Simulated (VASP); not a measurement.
Runs of VASP 6.6.1 on Sn3Se. The structure is that of space group Fm-3m (No. 225), or close to it. The cells are those of the table. 

| task | level | potentials or basis | cell | k mesh | smearing | gap on the mesh (eV) | pressure (GPa) |
| --- | --- | --- | --- | --- | --- | --- | --- |
| single point | PBE | VASP PAW PBE potentials, release 64 (Sn_d, Se) | a = 5.314 Å, angles 60.0°, 4 atoms | 6 × 6 × 6 | fermi-dirac 0.05 eV | none | -1.1 |
| single point | PBE | VASP PAW PBE potentials, release 64 (Sn_d, Se) | a = 5.208 Å, angles 60.0°, 4 atoms | 6 × 6 × 6 | fermi-dirac 0.05 eV | none | 1.9 |
| single point | PBEsol | VASP PAW PBE potentials, release 64 (Sn_d, Se) | a = 4.730 Å, angles 60.0°, 4 atoms | 6 × 6 × 6 | fermi-dirac 0.05 eV | none | 30.1 |
| single point | LDA | VASP PAW LDA potentials, release 64 (Sn_d, Se) | a = 5.383 Å, angles 60.0°, 4 atoms | 6 × 6 × 6 | fermi-dirac 0.05 eV | none | (b) |
| single point | PBE | VASP PAW PBE potentials, release 64 (Sn_d, Se) | a = 5.279 Å, angles 60.0°, 4 atoms | 6 × 6 × 6 | fermi-dirac 0.05 eV | none | (a) |
| single point | PBEsol | VASP PAW PBE potentials, release 64 (Sn_d, Se) | a = 5.279 Å, angles 60.0°, 4 atoms | 4 × 4 × 4 | fermi-dirac 0.03 eV | none | -3.8 |
| single point | PBEsol | VASP PAW PBE potentials, release 64 (Sn_d, Se) | a = 5.208 Å, angles 60.0°, 4 atoms | 6 × 6 × 6 | fermi-dirac 0.05 eV | none | -1.2 |
| relaxation of the atoms | PBEsol | VASP PAW PBE potentials, release 64 (Sn_d, Se) | atoms relaxed from a = 5.227, b = 5.227, c = 5.174 Å, angles 60.3, 60.3, 59.3°, 4 atoms | 5 × 5 × 5 | fermi-dirac 0.05 eV | - | -1.0 |
| single point | PBE | VASP PAW PBE potentials, release 64 (Sn_d, Se) | a = 5.244 Å, angles 60.0°, 4 atoms | 6 × 6 × 6 | fermi-dirac 0.05 eV | none | 0.8 |
| single point | PBEsol | VASP PAW PBE potentials, release 64 (Sn_d, Se) | a = 5.314 Å, angles 60.0°, 4 atoms | 6 × 6 × 6 | fermi-dirac 0.05 eV | none | (c) |
| single point | PBE | VASP PAW PBE potentials, release 64 (Sn_d, Se) | a = 5.172 Å, angles 60.0°, 4 atoms | 6 × 6 × 6 | fermi-dirac 0.05 eV | none | 3.2 |

Alike in all rows: no spin polarisation; cutoff (eV) 520.

Task: Fill in the values left out.

Result: (a) -0.2; (b) -6.5; (c) -4.0.

Caveats: some runs use coarse meshes; spin-orbit coupling is left out, which moves the levels of the heavy elements; the PAW data sets were made with another functional, which shifts forces and pressure a little (some runs); the relaxation stopped at its first step, so nothing moved (some runs); the bands computed are all filled at some k points, so no gap is given (some runs).

A k mesh can miss the band edges, and the runs leave out spin-orbit coupling on Se, Sn.

A gap of «none» marks levels without a gap at the run's occupations.
